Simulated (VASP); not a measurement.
# SrTiO3 in VASP: notebook

The runs below take SrTiO3 through electric field gradients, with PBE.

All numbers are computed with VASP 6.6.1; they aren't measurements. Logs are shortened: lines on timing, memory, paths and dates and some standing lists are left out, and cuts for length are marked.

## (1) The cell of the first run

Symmetry: P4/mmm, No. 123, tetragonal system. Conventional cell: a = 3.983 Å, b = 3.983 Å, c = 3.905 Å, α = 90.00°, β = 90.00°, γ = 90.00°. Within 3.7 Å of Sr (site symmetry 4/mmm) lie 12 O at 2.79 to 2.82 Å and 8 Ti at 3.43 Å. Ti (site symmetry 4/mmm) has 6 O at 1.95 to 1.99 Å within 2.6 Å. O (site symmetry mmm) has 2 Ti at 1.99 Å within 2.6 Å. O (site symmetry 4/mmm) has 2 Ti at 1.95 Å within 2.6 Å.

## (2) Electric field gradients, PBE (equal xx and yy strain of +2 %)

File INCAR:

```
SYSTEM = SrTiO3
  PREC = Accurate
  ENCUT = 520
  EDIFF = 1E-8
  ISMEAR = -1
  SIGMA = 0.05
  LREAL = .FALSE.
  LASPH = .TRUE.
  NELM = 80
  ALGO = Normal
  ISIF = 2
  LWAVE = .FALSE.
  LCHARG = .FALSE.
  GGA = PE
  LEFG = .TRUE.
  NBANDS = 28
```

File KPOINTS:

```
Automatic mesh
0
G
  7 7 7
  0 0 0
```

File POSCAR:

```
SrTiO3
1.0
    3.9831000000      0.0000000000      0.0000000000
    0.0000000000      3.9831000000      0.0000000000
    0.0000000000      0.0000000000      3.9050000000
Sr Ti O
1 1 3
Direct
    0.0000000000      0.0000000000      0.0000000000
    0.5000000000      0.5000000000      0.5000000000
    0.0000000000      0.5000000000      0.5000000000
    0.5000000000      0.0000000000      0.5000000000
    0.5000000000      0.5000000000      0.0000000000
```

Potentials or basis: VASP PAW PBE potentials, release 64 (Sr_sv, Ti_sv, O).

Command:

```
$ cat potpaw_PBE.64/Sr_sv/POTCAR potpaw_PBE.64/Ti_sv/POTCAR potpaw_PBE.64/O/POTCAR > POTCAR
$ mpirun -np 1 vasp_std > vasp.out
```

OUTCAR:

```text
SYSTEM = SrTiO3
   PREC = Accurate
   ENCUT = 520
   EDIFF = 1E-8
   ISMEAR = -1
   LREAL = .FALSE.
   LASPH = .TRUE.
   NELM = 80
   ISIF = 2
   GGA = PE

 ion  position               nearest neighbor table
   1  0.000  0.000  0.000-   3 2.79   4 2.79   3 2.79   4 2.79   3 2.79   3 2.79   4 2.79   4 2.79
                             5 2.82   5 2.82   5 2.82   5 2.82   2 3.43   2 3.43   2 3.43   2 3.43
   2  0.500  0.500  0.500-   5 1.95   5 1.95   3 1.99   4 1.99   4 1.99   3 1.99   1 3.43   1 3.43
                             1 3.43   1 3.43   1 3.43   1 3.43   1 3.43   1 3.43
   3  0.000  0.500  0.500-   2 1.99   2 1.99   1 2.79   1 2.79   1 2.79   1 2.79
   4  0.500  0.000  0.500-   2 1.99   2 1.99   1 2.79   1 2.79   1 2.79   1 2.79
   5  0.500  0.500  0.000-   2 1.95   2 1.95   1 2.82   1 2.82   1 2.82   1 2.82

  LATTYP: Found a simple tetragonal cell.
 ALAT       =     3.9831000000
 C/A-ratio  =     0.9803921569

  Lattice vectors:

 A1 = (   3.9831000000,   0.0000000000,   0.0000000000)
 A2 = (   0.0000000000,   3.9831000000,   0.0000000000)
 A3 = (   0.0000000000,   0.0000000000,   3.9050000000)

Analysis of symmetry for initial positions (statically):
=====================================================================
 Subroutine PRICEL returns:
 Original cell was already a primitive cell.

 Routine SETGRP: Setting up the symmetry group for a
 simple tetragonal supercell.

 Subroutine GETGRP returns: Found 16 space group operations
 (whereof 16 operations were pure point group operations)
 out of a pool of 16 trial point group operations.

The static configuration has the point symmetry D_4h.

Analysis of symmetry for dynamics (positions and initial velocities):
=====================================================================
 Subroutine PRICEL returns:
 Original cell was already a primitive cell.

 Routine SETGRP: Setting up the symmetry group for a
 simple tetragonal supercell.

 Subroutine GETGRP returns: Found 16 space group operations
 (whereof 16 operations were pure point group operations)
 out of a pool of 16 trial point group operations.

The dynamic configuration has the point symmetry D_4h.

 Subroutine INISYM returns: Found 16 space group operations
 (whereof 16 operations are pure point group operations),
 and found     1 'primitive' translations
[... 152 lines left out ...]
 cond. band min:       5.6066586052   @ k =   0.0000   0.0000   0.0000
 fundamental gap:      1.8201867534
 Fermi energy:         4.7350540644

 k-point     1 :       0.0000    0.0000    0.0000
  band No.  band energies     occupation
      1     -52.7782      2.00000
      2     -29.0677      2.00000
      3     -29.0083      2.00000
      4     -28.9967      2.00000
      5     -28.9967      2.00000
      6     -13.4463      2.00000
[... 733 lines left out ...]
     27      11.9759      0.00000
     28      12.1723      0.00000

 [... further k-points ...]

------------------------ aborting loop because EDIFF is reached ----------------------------------------

  FORCE on cell =-STRESS in cart. coord.  units (eV):
  Direction    XX          YY          ZZ          XY          YZ          ZX
  --------------------------------------------------------------------------------------
  -------------------------------------------------------------------------------------
  Total       -1.2614147     -1.2614147      0.3499228      0.0000000      0.0000000      0.0000000
  in kB      -32.6215824    -32.6215824      9.0493905      0.0000000      0.0000000      0.0000000
  external PRESSURE =     -18.7312581 kB  Pullay stress =       0.0000000 kB

 VOLUME and BASIS-vectors are now :
 -----------------------------------------------------------------------------
  energy-cutoff  :      520.00
  volume of cell :       61.95
      direct lattice vectors                 reciprocal lattice vectors
     3.983100000  0.000000000  0.000000000     0.251060732  0.000000000  0.000000000
     0.000000000  3.983100000  0.000000000     0.000000000  0.251060732  0.000000000
     0.000000000  0.000000000  3.905000000     0.000000000  0.000000000  0.256081946

 POSITION                                       TOTAL-FORCE (eV/Angst)
 -----------------------------------------------------------------------------------
      0.00000      0.00000      0.00000         0.000000      0.000000      0.000000
      1.99155      1.99155      1.95250         0.000000      0.000000      0.000000
      0.00000      1.99155      1.95250         0.000000      0.000000      0.000000
      1.99155      0.00000      1.95250         0.000000      0.000000      0.000000
      1.99155      1.99155      0.00000         0.000000      0.000000      0.000000
 -----------------------------------------------------------------------------------
    total drift:                                0.000000      0.000000     -0.000000

  FREE ENERGIE OF THE ION-ELECTRON SYSTEM (eV)
  ---------------------------------------------------
  free  energy   TOTEN  =       -40.0896403071 eV

  energy  without entropy=      -40.0896403054  energy(sigma->0) =      -40.08964031

 Electric field gradients (V/A^2)
---------------------------------------------------------------------
 ion       V_xx      V_yy      V_zz      V_xy      V_xz      V_yz
---------------------------------------------------------------------
   1       1.027     1.027    -2.054    -0.000     0.000     0.000
   2       9.325     9.325   -18.649     0.000    -0.000    -0.000
   3      18.137    -5.709   -12.429     0.000    -0.000    -0.000
   4      -5.709    18.137   -12.429    -0.000     0.000    -0.000
   5      -4.834    -4.834     9.668     0.000    -0.000    -0.000
---------------------------------------------------------------------

 Electric field gradients after diagonalization (V/A^2)
 (convention: |V_zz| > |V_xx| > |V_yy|)
----------------------------------------------------------------------
 ion       V_xx      V_yy      V_zz     asymmetry (V_yy - V_xx)/ V_zz
----------------------------------------------------------------------
   1       1.027     1.027    -2.054       0.000
   2       9.325     9.325   -18.649       0.000
   3     -12.429    -5.709    18.137       0.370
   4     -12.429    -5.709    18.137       0.370
   5      -4.834    -4.834     9.668       0.000
----------------------------------------------------------------------

           NMR quadrupolar parameters

 Cq : quadrupolar parameter    Cq=e*Q*V_zz/h
 eta: asymmetry parameters     (V_yy - V_xx)/ V_zz
 Q  : nuclear electric quadrupole moment in mb (millibarn)
----------------------------------------------------------------------
 ion       Cq(MHz)       eta       Q (mb)
----------------------------------------------------------------------
   1      -0.005       0.000       1.000
   2      -0.045       0.000       1.000
   3       0.044       0.370       1.000
   4       0.044       0.370       1.000
   5       0.023       0.000       1.000
----------------------------------------------------------------------
```

OSZICAR:

```text
N       E                     dE             d eps       ncg     rms          rms(c)
DAV:   1     0.430697522020E+03    0.43070E+03   -0.21332E+04  2240   0.158E+03
DAV:   2    -0.496748077353E+01   -0.43567E+03   -0.41550E+03  2544   0.439E+02
[... 12 lines left out ...]
DAV:  15    -0.400896410227E+02   -0.14782E-05   -0.29896E-05  3012   0.405E-02    0.144E-02
DAV:  16    -0.400896408861E+02    0.13663E-06   -0.68744E-06  3076   0.228E-02    0.143E-02
DAV:  17    -0.400896402865E+02    0.59956E-06   -0.45896E-06  2472   0.284E-02    0.209E-03
DAV:  18    -0.400896402879E+02   -0.14238E-08   -0.38116E-07  2932   0.532E-03    0.684E-04
DAV:  19    -0.400896403040E+02   -0.16115E-07   -0.45906E-08  2664   0.137E-03    0.746E-04
DAV:  20    -0.400896403071E+02   -0.30532E-08   -0.10327E-08  1532   0.987E-04
   1 F= -.40089640E+02 E0= -.40089640E+02  d E =-.167786E-08
```

Run time: 3.7 min. Hardware: 1 thread of AMD EPYC 7R13, shared host; peak memory 0.19 GiB.

What came out:

```
Free energy            : -40.0896 eV
Pressure               : -1.9 GPa
Band gap on the k mesh : 1.82 eV, indirect (least direct gap 2.13 eV)
```

Electric field gradients, principal values (V/Å²):
```tsv
atom	least	middle	greatest (by size)
1 Sr	1.027	1.027	-2.054
2 Ti	9.325	9.325	-18.649
3 O	-5.709	-12.429	18.137
4 O	-5.709	-12.429	18.137
5 O	-4.834	-4.834	9.668
```

Caveat: the cell differs from its parent crystal (equal xx and yy strain of +2 %); without QUAD_EFG the Cq values of the log hold for a quadrupole moment of 1 mb, not for the nuclei. A k mesh can miss the band edges.

## (3) Electric field gradients, PBE (volume scaled by 0.96)

File INCAR:

```
PREC = Accurate
ENCUT = 520
EDIFF = 1E-8
ISMEAR = -1
SIGMA = 0.05
LREAL = F
LASPH = T
NELM = 100
ALGO = Normal
ISIF = 2
LWAVE = F
LCHARG = F
GGA = PE
LEFG = T
NBANDS = 28
```

File KPOINTS:

```
regular mesh
0
Gamma
  7 7 7
```

POSCAR: that of step 2 with these lines changed.

```diff
@@ -2,5 +2,5 @@
 1.0
-    3.9831000000      0.0000000000      0.0000000000
-    0.0000000000      3.9831000000      0.0000000000
-    0.0000000000      0.0000000000      3.9050000000
+    3.8522232601      0.0000000000      0.0000000000
+    0.0000000000      3.8522232601      0.0000000000
+    0.0000000000      0.0000000000      3.8522232601
 Sr Ti O
```

Potentials or basis: VASP PAW PBE potentials, release 64 (Sr_sv, Ti_sv, O).

Command:

```
$ cat potpaw_PBE.64/Sr_sv/POTCAR potpaw_PBE.64/Ti_sv/POTCAR potpaw_PBE.64/O/POTCAR > POTCAR
$ mpirun -np 1 vasp_std > vasp.out
```

OUTCAR:

```text
PREC = Accurate
   ENCUT = 520
   EDIFF = 1E-8
   ISMEAR = -1
   LREAL = F
   LASPH = T
   NELM = 100
   ISIF = 2
   GGA = PE

 ion  position               nearest neighbor table
   1  0.000  0.000  0.000-   3 2.72   4 2.72   5 2.72   3 2.72   4 2.72   3 2.72   5 2.72   3 2.72
                             4 2.72   5 2.72   4 2.72   5 2.72   2 3.34   2 3.34   2 3.34   2 3.34
   2  0.500  0.500  0.500-   3 1.93   4 1.93   5 1.93   5 1.93   4 1.93   3 1.93   1 3.34   1 3.34
                             1 3.34   1 3.34   1 3.34   1 3.34   1 3.34   1 3.34
   3  0.000  0.500  0.500-   2 1.93   2 1.93   1 2.72   1 2.72   1 2.72   1 2.72
   4  0.500  0.000  0.500-   2 1.93   2 1.93   1 2.72   1 2.72   1 2.72   1 2.72
   5  0.500  0.500  0.000-   2 1.93   2 1.93   1 2.72   1 2.72   1 2.72   1 2.72

  LATTYP: Found a simple cubic cell.
 ALAT       =     3.8522232601

  Lattice vectors:

 A1 = (   3.8522232601,   0.0000000000,   0.0000000000)
 A2 = (   0.0000000000,   3.8522232601,   0.0000000000)
 A3 = (   0.0000000000,   0.0000000000,   3.8522232601)

Analysis of symmetry for initial positions (statically):
=====================================================================
 Subroutine PRICEL returns:
 Original cell was already a primitive cell.

 Routine SETGRP: Setting up the symmetry group for a
 simple cubic supercell.

 Subroutine GETGRP returns: Found 48 space group operations
 (whereof 48 operations were pure point group operations)
 out of a pool of 48 trial point group operations.

The static configuration has the point symmetry O_h .

Analysis of symmetry for dynamics (positions and initial velocities):
=====================================================================
 Subroutine PRICEL returns:
 Original cell was already a primitive cell.

 Routine SETGRP: Setting up the symmetry group for a
[... 788 lines left out ...]
  Total        4.8117460      4.8117460      4.8117460      0.0000000      0.0000000      0.0000000
  in kB      134.8586869    134.8586869    134.8586869      0.0000000      0.0000000      0.0000000
  external PRESSURE =     134.8586869 kB  Pullay stress =       0.0000000 kB

 VOLUME and BASIS-vectors are now :
 -----------------------------------------------------------------------------
  energy-cutoff  :      520.00
  volume of cell :       57.17
      direct lattice vectors                 reciprocal lattice vectors
     3.852223260  0.000000000  0.000000000     0.259590354  0.000000000  0.000000000
     0.000000000  3.852223260  0.000000000     0.000000000  0.259590354  0.000000000
     0.000000000  0.000000000  3.852223260     0.000000000  0.000000000  0.259590354

 POSITION                                       TOTAL-FORCE (eV/Angst)
 -----------------------------------------------------------------------------------
      0.00000      0.00000      0.00000         0.000000      0.000000      0.000000
      1.92611      1.92611      1.92611         0.000000      0.000000      0.000000
      0.00000      1.92611      1.92611         0.000000      0.000000      0.000000
      1.92611      0.00000      1.92611         0.000000      0.000000      0.000000
      1.92611      1.92611      0.00000         0.000000      0.000000      0.000000
 -----------------------------------------------------------------------------------
    total drift:                                0.000000      0.000000     -0.000000

  FREE ENERGIE OF THE ION-ELECTRON SYSTEM (eV)
  ---------------------------------------------------
  free  energy   TOTEN  =       -39.9384247430 eV

  energy  without entropy=      -39.9384247427  energy(sigma->0) =      -39.93842474

 Electric field gradients (V/A^2)
---------------------------------------------------------------------
 ion       V_xx      V_yy      V_zz      V_xy      V_xz      V_yz
---------------------------------------------------------------------
   1       0.000     0.000    -0.000     0.000     0.000     0.000
   2      -0.000    -0.000    -0.000     0.000     0.000    -0.000
   3       7.244    -3.622    -3.622     0.000     0.000    -0.000
   4      -3.622     7.244    -3.622    -0.000    -0.000    -0.000
   5      -3.622    -3.622     7.244    -0.000     0.000     0.000
---------------------------------------------------------------------

 Electric field gradients after diagonalization (V/A^2)
 (convention: |V_zz| > |V_xx| > |V_yy|)
----------------------------------------------------------------------
 ion       V_xx      V_yy      V_zz     asymmetry (V_yy - V_xx)/ V_zz
----------------------------------------------------------------------
   1       0.000     0.000    -0.000       0.187
   2      -0.000    -0.000    -0.000      -0.541
   3      -3.622    -3.622     7.244       0.000
   4      -3.622    -3.622     7.244       0.000
   5      -3.622    -3.622     7.244       0.000
----------------------------------------------------------------------

           NMR quadrupolar parameters

 Cq : quadrupolar parameter    Cq=e*Q*V_zz/h
 eta: asymmetry parameters     (V_yy - V_xx)/ V_zz
 Q  : nuclear electric quadrupole moment in mb (millibarn)
----------------------------------------------------------------------
 ion       Cq(MHz)       eta       Q (mb)
----------------------------------------------------------------------
   1      -0.000       0.187       1.000
   2      -0.000      -0.541       1.000
   3       0.018       0.000       1.000
   4       0.018       0.000       1.000
   5       0.018       0.000       1.000
----------------------------------------------------------------------
```

Wall time 21 s (1 thread of Intel Xeon 6975P-C (Granite Rapids), shared host); peak memory 0.18 GiB.

Results:

```
Free energy            : -39.9384 eV
Pressure               : 13.5 GPa
Band gap on the k mesh : 2.00 eV, indirect (least direct gap 2.26 eV)
```

Electric field gradients, principal values (V/Å²):
```tsv
atom	least	middle	greatest (by size)
1 Sr	0.000	0.000	0.000
2 Ti	0.000	0.000	0.000
3 O	-3.622	-3.622	7.244
4 O	-3.622	-3.622	7.244
5 O	-3.622	-3.622	7.244
```

Caveat: without QUAD_EFG the Cq values of the log hold for a quadrupole moment of 1 mb, not for the nuclei. A k mesh can miss the band edges.

(Continued in part 2 of 2.)
